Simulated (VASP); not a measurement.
# TiAl (Pm-3m) in VASP: further runs

Aim: see how the results for TiAl move with the level of theory and the settings. Levels: PBE+D4, PBE. Tasks: single point.

Program: VASP 6.6.1. These are calculated values, not measurements. Logs are shortened: lines on timing, memory, paths and dates and some standing lists are left out, and cuts for length are marked.

### 1 The cell of the first run

It takes space group Pm-3m (No. 221, cubic). The conventional cell has a = 3.161 Å, b = 3.161 Å, c = 3.161 Å, α = 90.00°, β = 90.00°, γ = 90.00°. Ti (site symmetry m-3m) has 8 Al at 2.74 Å and 6 Ti at 3.16 Å within 3.6 Å. Within 3.6 Å of Al (site symmetry m-3m) lie 8 Ti at 2.74 Å and 6 Al at 3.16 Å.

### 2 Single point, PBE+D4

File INCAR:

```
ALGO     = Normal         # electronic algorithm
EDIFF    = 1E-6           # SCF threshold, eV
ENCUT    = 520            # plane-wave cutoff, eV
GGA      = PE             # functional
ISIF     = 2              # what is computed and relaxed
ISMEAR   = -1             # smearing method
IVDW     = 13             # dispersion correction
LASPH    = T              # aspherical terms in the spheres
LCHARG   = F              # write CHGCAR
LREAL    = F              # projectors in reciprocal space
LWAVE    = F              # write WAVECAR
NBANDS   = 14             # bands
NELM     = 60             # most SCF steps
PREC     = Accurate       # precision mode
SIGMA    = 0.05           # smearing width, eV
```

File KPOINTS:

```
k-points
0
Gamma
  8 8 8
```

File POSCAR:

```
TiAl
1.0
    3.1605147736      0.0000000000      0.0000000000
    0.0000000000      3.1605147736      0.0000000000
    0.0000000000      0.0000000000      3.1605147736
Ti Al
1 1
Direct
    0.0000000000      0.0000000000      0.0000000000
    0.5000000000      0.5000000000      0.5000000000
```

Potentials or basis: VASP PAW PBE potentials, release 64 (Ti_sv, Al).

Run with:

```
$ cat potpaw_PBE.64/Ti_sv/POTCAR potpaw_PBE.64/Al/POTCAR > POTCAR
$ mpirun -np 1 vasp_std > vasp.out
```

OUTCAR:

```text
EDIFF = 1E-6
   ENCUT = 520
   GGA = PE
   ISIF = 2
   ISMEAR = -1
   IVDW = 13
   LASPH = T
   LREAL = F
   NELM = 60
   PREC = Accurate

 ion  position               nearest neighbor table
   1  0.000  0.000  0.000-   2 2.74   2 2.74   2 2.74   2 2.74   2 2.74   2 2.74   2 2.74   2 2.74

   2  0.500  0.500  0.500-   1 2.74   1 2.74   1 2.74   1 2.74   1 2.74   1 2.74   1 2.74   1 2.74

  LATTYP: Found a simple cubic cell.
 ALAT       =     3.1605147736

  Lattice vectors:

 A1 = (   3.1605147736,   0.0000000000,   0.0000000000)
 A2 = (   0.0000000000,   3.1605147736,   0.0000000000)
 A3 = (   0.0000000000,   0.0000000000,   3.1605147736)

Analysis of symmetry for initial positions (statically):
=====================================================================
 Subroutine PRICEL returns:
 Original cell was already a primitive cell.

 Routine SETGRP: Setting up the symmetry group for a
 simple cubic supercell.

 Subroutine GETGRP returns: Found 48 space group operations
 (whereof 48 operations were pure point group operations)
 out of a pool of 48 trial point group operations.

The static configuration has the point symmetry O_h .

Analysis of symmetry for dynamics (positions and initial velocities):
=====================================================================
 Subroutine PRICEL returns:
 Original cell was already a primitive cell.

 Routine SETGRP: Setting up the symmetry group for a
 simple cubic supercell.

 Subroutine GETGRP returns: Found 48 space group operations
 (whereof 48 operations were pure point group operations)
 out of a pool of 48 trial point group operations.

The dynamic configuration has the point symmetry O_h .

 Subroutine INISYM returns: Found 48 space group operations
 (whereof 48 operations are pure point group operations),
 and found     1 'primitive' translations

----------------------------------------------------------------------------------------

                                     Primitive cell

  volume of cell :      31.5699

  direct lattice vectors                    reciprocal lattice vectors
     3.160514774  0.000000000  0.000000000     0.316404153  0.000000000  0.000000000
     0.000000000  3.160514774  0.000000000     0.000000000  0.316404153  0.000000000
     0.000000000  0.000000000  3.160514774     0.000000000  0.000000000  0.316404153

  length of vectors
     3.160514774  3.160514774  3.160514774     0.316404153  0.316404153  0.316404153

  position of ions in fractional coordinates (direct lattice)
     0.000000000  0.000000000  0.000000000
     0.500000000  0.500000000  0.500000000

  ion indices of the primitive-cell ions
   primitive index   ion index
                 1           1
                 2           2

----------------------------------------------------------------------------------------

 KPOINTS: k-points

Automatic generation of k-mesh.
 Grid dimensions read from file:
 generate k-points for:    8    8    8

 Generating k-lattice:

  Cartesian coordinates                     Fractional coordinates (reciprocal lattice)
     0.039550519  0.000000000  0.000000000     0.125000000  0.000000000  0.000000000
     0.000000000  0.039550519  0.000000000     0.000000000  0.125000000  0.000000000
     0.000000000  0.000000000  0.039550519     0.000000000  0.000000000  0.125000000

  Length of vectors
     0.039550519  0.039550519  0.039550519

  Shift w.r.t. Gamma in fractional coordinates (k-lattice)
     0.000000000  0.000000000  0.000000000

 Subroutine IBZKPT returns following result:
 ===========================================

 Found     35 irreducible k-points:

 Following reciprocal coordinates:
            Coordinates               Weight
  0.000000  0.000000  0.000000      1.000000
  0.125000  0.000000  0.000000      6.000000
  0.250000  0.000000  0.000000      6.000000
  0.375000  0.000000  0.000000      6.000000
  0.500000  0.000000  0.000000      3.000000
  0.125000  0.125000  0.000000     12.000000
[... 16 lines left out ...]
  0.375000  0.375000  0.125000     24.000000
  0.500000  0.375000  0.125000     24.000000
 [... further k-points ...]
   k-points           NKPTS =     35   k-points in BZ     NKDIM =     35   number of bands    NBANDS=     14
   number of dos      NEDOS =    301   number of ions     NIONS =      2
   total plane-waves  NPLWV =  13824
   dimension x,y,z NGX =    24 NGY =   24 NGZ =   24
   dimension x,y,z NGXF=    48 NGYF=   48 NGZF=   48
   ions per type =               1   1
   NGX,Y,Z   is equivalent  to a cutoff of  12.62, 12.62, 12.62 a.u.
   NGXF,Y,Z  is equivalent  to a cutoff of  25.25, 25.25, 25.25 a.u.
 SYSTEM =  unknown system
   PREC   = accura    normal or accurate (medium, high low for compatibility)
   ISTART =      0    job   : 0-new  1-cont  2-samecut
   ICHARG =      2    charge: 1-file 2-atom 10-const
   ISPIN  =      1    spin polarized calculation?
   LNONCOLLINEAR =      F non collinear calculations
   LSORBIT =      F    spin-orbit coupling
   LASPH  =      T    aspherical Exc in radial PAW
   ENCUT  =  520.0 eV  38.22 Ry    6.18 a.u.   5.88  5.88  5.88*2*pi/ulx,y,z
   NELM   =     60;   NELMIN=  2; NELMDL= -5     # of ELM steps
   EDIFF  = 0.1E-05   stopping-criterion for ELM
   LREAL  =      F    real-space projection
   EDIFFG = 0.1E-04   stopping-criterion for IOM
   NSW    =      0    number of steps for IOM
   IBRION =     -1    ionic relax: 0-MD 1-quasi-New 2-CG
   NFREE  =      0    steps in history (QN), initial steepest desc. (CG)
   ISIF   =      2    stress and relaxation
   ISYM   =      2    0-nonsym 1-usesym 2-fastsym
   POTIM  = 0.5000    time-step for ionic-motion
   TEBEG  =    0.0;   TEEND  =   0.0 temperature during run
   PSTRESS=    0.0 pullay stress
   NELECT =      15.0000    total number of electrons
   NUPDOWN=      -1.0000    fix difference up-down
   EMIN   =  10.00;   EMAX   =-10.00  energy-range for DOS
   EFERMI =   0.00;   METHOD = LEGACY
   ISMEAR =    -1;   SIGMA  =   0.05  broadening in eV -4-tet -1-fermi 0-gaus
   EFERMI_NEDOS =   21; number of points for ismear=-14 and -15
   IALGO  =     38    algorithm
   IMIX   =      4    mixing-type and parameters
     AMIX     =   0.40;   BMIX     =  1.00
     AMIX_MAG =   1.60;   BMIX_MAG =  1.00
  volume/ion in A,a.u.               =      15.78       106.52
  Fermi-wavevector in a.u.,A,eV,Ry     =   1.277460  2.414050 22.203414  1.631905
  Thomas-Fermi vector in A             =   2.410059
   LORBIT       =      0    0 simple, 1 ext, 2 COOP (PROOUT), +10 PAW based schemes
   GGA     = PE    functional components
   LHFCALC =     F    Hartree Fock is set to
   AEXX    =    0.0000 exact exchange contribution
   IVDW    =    13    specifies the selected vdW correction
   LEPSILON=     F    determine dielectric tensor
   LRPA    =     F    only Hartree local field effects (RPA)
 non-spin polarized calculation
  energy-cutoff  :      520.00
  volume of cell :       31.57
 maximum number of plane-waves:       876
 NGX is ok and might be reduce to    24
   NGX = 11   NGY = 11   NGZ = 11

 number of electron      14.9999993 magnetization

 Free energy of the ion-electron system (eV)
  ---------------------------------------------------
  ext. energy  EPLUGINS =         0.00000000
  ---------------------------------------------------
  free energy    TOTEN  =       -12.10808385 eV

  energy without entropy =      -12.08575469  energy(sigma->0) =      -12.09691927

 E-fermi :   8.9633     XC(G=0): -11.1623

 val. band max:        8.9329219646   @ k =   0.3750   0.1250   0.1250
 cond. band min:       8.9736831741   @ k =   0.3750   0.3750   0.2500
 fundamental gap:      0.0407612095
 Fermi energy:         8.9632692739

 k-point     1 :       0.0000    0.0000    0.0000
  band No.  band energies     occupation
      1     -47.9006      2.00000
      2     -24.1003      2.00000
      3     -24.1003      2.00000
      4     -24.1003      2.00000
      5      -0.3920      2.00000
      6       7.4811      2.00000
      7       7.4811      2.00000
      8      10.8071      0.00000
      9      10.8071      0.00000
     10      10.8071      0.00000
     11      13.4612      0.00000
     12      13.4612      0.00000
     13      13.4612      0.00000
     14      17.8576      0.00000

 k-point     2 :       0.1250    0.0000    0.0000
  band No.  band energies     occupation
      1     -47.8982      2.00000
      2     -24.1273      2.00000
      3     -24.0980      2.00000
      4     -24.0980      2.00000
      5      -0.1400      2.00000
      6       7.3323      2.00000
      7       7.5938      2.00000
      8      10.4178      0.00000
      9      10.4178      0.00000
     10      10.8369      0.00000
     11      12.5986      0.00000
     12      14.0350      0.00000
     13      14.0350      0.00000
     14      17.5216      0.00000

 k-point     3 :       0.2500    0.0000    0.0000
  band No.  band energies     occupation
      1     -47.8926      2.00000
      2     -24.1921      2.00000
      3     -24.0923      2.00000
      4     -24.0923      2.00000
      5       0.5937      2.00000
      6       6.5553      2.00000
      7       7.8906      2.00000
      8       9.7678      0.00000
      9       9.7678      0.00000
     10      10.9099      0.00000
     11      11.7770      0.00000
     12      15.2625      0.00000
     13      15.2625      0.00000
     14      16.6969      0.00000
[... 324 lines left out ...]
 k-point    23 :       0.3750    0.3750    0.1250
  band No.  band energies     occupation
      1     -47.8714      2.00000
      2     -24.2331      2.00000
      3     -24.2304      2.00000
      4     -24.0977      2.00000
      5       3.4024      2.00000
      6       6.2783      2.00000
      7       6.8069      2.00000
      8       8.6437      1.99666
      9       9.6907      0.00000
     10       9.9085      0.00000
     11      12.0070      0.00000
     12      13.5677      0.00000
     13      14.9833      0.00000
     14      16.2933      0.00000

 k-point    24 :       0.5000    0.3750    0.1250
  band No.  band energies     occupation
      1     -47.8691      2.00000
      2     -24.2568      2.00000
      3     -24.2282      2.00000
      4     -24.0952      2.00000
      5       3.8667      2.00000
      6       5.9239      2.00000
      7       6.9791      2.00000
      8       8.3719      1.99999
      9       9.8781      0.00000
     10       9.8986      0.00000
     11      11.8690      0.00000
     12      13.7633      0.00000
     13      14.1684      0.00000
     14      16.4960      0.00000

 [... further k-points ...]

------------------------ aborting loop because EDIFF is reached ----------------------------------------

  DFT-D4 for vdW energy calculation

  Edisp (eV):   -0.58538

  FORCE on cell =-STRESS in cart. coord.  units (eV):
  Direction    XX          YY          ZZ          XY          YZ          ZX
  --------------------------------------------------------------------------------------
  -------------------------------------------------------------------------------------
  Total      -0.01324    -0.01324    -0.01324     0.00000    -0.00000     0.00000
  in kB      -0.67182    -0.67182    -0.67182     0.00000    -0.00000     0.00000
  external pressure =       -0.67 kB  Pullay stress =        0.00 kB

 VOLUME and BASIS-vectors are now :
 -----------------------------------------------------------------------------
  energy-cutoff  :      520.00
  volume of cell :       31.57
      direct lattice vectors                 reciprocal lattice vectors
     3.160514774  0.000000000  0.000000000     0.316404153  0.000000000  0.000000000
     0.000000000  3.160514774  0.000000000     0.000000000  0.316404153  0.000000000
     0.000000000  0.000000000  3.160514774     0.000000000  0.000000000  0.316404153

 POSITION                                       TOTAL-FORCE (eV/Angst)
 -----------------------------------------------------------------------------------
      0.00000      0.00000      0.00000         0.000000      0.000000      0.000000
      1.58026      1.58026      1.58026         0.000000      0.000000      0.000000
 -----------------------------------------------------------------------------------
    total drift:                                0.000000      0.000000      0.000000

  FREE ENERGIE OF THE ION-ELECTRON SYSTEM (eV)
  ---------------------------------------------------
  free  energy   TOTEN  =       -12.6934591503 eV

  energy  without entropy=      -12.6711299924  energy(sigma->0) =      -12.68229457
```

Run time: 5.1 s. Hardware: 1 thread of Intel Xeon 6975P-C (Granite Rapids), shared host; peak memory 0.14 GiB.

What came out:

| Item | Value |
| --- | --- |
| Free energy | -12.6935 eV |
| Pressure | -0.1 GPa |
| Dispersion energy per atom | -0.293 eV |

Caveat: pairwise dispersion overbinds metals, which lowers pressure and volume.

### 3 Single point, PBE

This run uses another cell than the first one, of 16.06 Å³/atom, 1.018 times its volume.

File INCAR:

```
ALGO     = Fast           # electronic algorithm
EDIFF    = 1E-6           # SCF threshold, eV
ENCUT    = 520            # plane-wave cutoff, eV
GGA      = PE             # functional
ISIF     = 2              # what is computed and relaxed
ISMEAR   = 0              # smearing method
LASPH    = T              # aspherical terms in the spheres
LCHARG   = F              # write CHGCAR
LREAL    = F              # projectors in reciprocal space
LWAVE    = F              # write WAVECAR
NBANDS   = 14             # bands
NELM     = 60             # most SCF steps
PREC     = Accurate       # precision mode
SIGMA    = 0.017          # smearing width, eV
```

KPOINTS is that of step 2.

File POSCAR:

```
TiAl
1.0
    3.1790640000      0.0000000000      0.0000000000
    0.0000000000      3.1790640000      0.0000000000
    0.0000000000      0.0000000000      3.1790640000
Ti Al
1 1
Direct
    0.0000000000      0.0000000000      0.0000000000
    0.5000000000      0.5000000000      0.5000000000
```

Potentials or basis: VASP PAW PBE potentials, release 64 (Ti_sv, Al).

Run with:

```
$ cat potpaw_PBE.64/Ti_sv/POTCAR potpaw_PBE.64/Al/POTCAR > POTCAR
$ mpirun -np 1 vasp_std > vasp.out
```

Wall time 10 s (1 thread of Intel Xeon 6975P-C (Granite Rapids), shared host); peak memory 0.14 GiB.

It converged, with:

| Quantity | Value |
| --- | --- |
| Free energy | -12.1013 eV |
| Pressure | 0.6 GPa |

Levels at points of the mesh, in eV from the Fermi level:
```
           k point  band 3  band 4  band 5  band 6  band 7  band 8  band 9  band 10  band 11  band 12
(0.00, 0.00, 0.00)  -33.08  -33.08   -9.28   -1.44   -1.44    1.82    1.82     1.82     4.41     4.41
(0.50, 0.00, 0.00)  -33.07  -33.07   -6.05   -5.19   -0.54    0.16    0.16     2.02     2.99     6.50
(0.50, 0.50, 0.00)  -33.23  -33.05   -5.02   -2.11   -2.11   -1.46    0.72     0.72     2.74     4.70
(0.50, 0.50, 0.50)  -33.21  -33.21   -3.09   -3.09   -3.09    0.62    2.80     2.80     2.91     2.91
```

### 4 Single point, PBE

This run uses another cell than the first one, of 16.06 Å³/atom, 1.018 times its volume.

File INCAR:

```
SYSTEM = TiAl
ALGO     = Fast           ! electronic algorithm
EDIFF    = 1E-7           ! SCF threshold, eV
ENCUT    = 520            ! plane-wave cutoff, eV
GGA      = PE             ! functional
ISIF     = 2              ! what is computed and relaxed
ISMEAR   = 0              ! smearing method
LASPH    = .True.         ! aspherical terms in the spheres
LCHARG   = .False.        ! write CHGCAR
LREAL    = .False.        ! projectors in reciprocal space
LWAVE    = .False.        ! write WAVECAR
NBANDS   = 14             ! bands
NELM     = 80             ! most SCF steps
PREC     = Accurate       ! precision mode
SIGMA    = 0.019000000000000003 ! smearing width, eV
```

File KPOINTS:

```
k-points
0
Gamma
  8 8 8
  0 0 0
```

POSCAR is that of step 3.

Potentials or basis: VASP PAW PBE potentials, release 64 (Ti_sv, Al).

Run with:

```
$ cat potpaw_PBE.64/Ti_sv/POTCAR potpaw_PBE.64/Al/POTCAR > POTCAR
$ mpirun -np 1 vasp_std > vasp.out
```

OUTCAR:

```text
SYSTEM = TiAl
   EDIFF = 1E-7
   ENCUT = 520
   GGA = PE
   ISIF = 2
   ISMEAR = 0
   LASPH = .True.
   LREAL = .False.
   NELM = 80
   PREC = Accurate

 ion  position               nearest neighbor table
   1  0.000  0.000  0.000-   2 2.75   2 2.75   2 2.75   2 2.75   2 2.75   2 2.75   2 2.75   2 2.75

   2  0.500  0.500  0.500-   1 2.75   1 2.75   1 2.75   1 2.75   1 2.75   1 2.75   1 2.75   1 2.75

  LATTYP: Found a simple cubic cell.
 ALAT       =     3.1790640000

  Lattice vectors:

 A1 = (   3.1790640000,   0.0000000000,   0.0000000000)
 A2 = (   0.0000000000,   3.1790640000,   0.0000000000)
[... 588 lines left out ...]
     11      11.6291      0.00000
     12      13.4505      0.00000
     13      13.8819      0.00000
     14      16.1871      0.00000

 [... further k-points ...]
[... 5 lines left out ...]
  --------------------------------------------------------------------------------------
  -------------------------------------------------------------------------------------
  Total        0.1304056      0.1304056      0.1304056      0.0000000      0.0000000     -0.0000000
  in kB        6.5029270      6.5029270      6.5029270      0.0000000      0.0000000     -0.0000000
  external PRESSURE =       6.5029270 kB  Pullay stress =       0.0000000 kB

 VOLUME and BASIS-vectors are now :
 -----------------------------------------------------------------------------
  energy-cutoff  :      520.00
  volume of cell :       32.13
      direct lattice vectors                 reciprocal lattice vectors
     3.179064000  0.000000000  0.000000000     0.314557996  0.000000000  0.000000000
     0.000000000  3.179064000  0.000000000     0.000000000  0.314557996  0.000000000
     0.000000000  0.000000000  3.179064000     0.000000000  0.000000000  0.314557996

 POSITION                                       TOTAL-FORCE (eV/Angst)
 -----------------------------------------------------------------------------------
      0.00000      0.00000      0.00000         0.000000      0.000000      0.000000
      1.58953      1.58953      1.58953         0.000000      0.000000      0.000000
 -----------------------------------------------------------------------------------
    total drift:                                0.000000      0.000000      0.000000

  FREE ENERGIE OF THE ION-ELECTRON SYSTEM (eV)
  ---------------------------------------------------
  free  energy   TOTEN  =       -12.1013749596 eV

  energy  without entropy=      -12.1005775990  energy(sigma->0) =      -12.10097628
```

Wall time 12 s (1 thread of Intel Xeon 6975P-C (Granite Rapids), shared host); peak memory 0.14 GiB.

Results:

```yaml
Free_energy: -12.1014 eV
Pressure: 0.7 GPa
```

(Continued in part 2 of 2.)
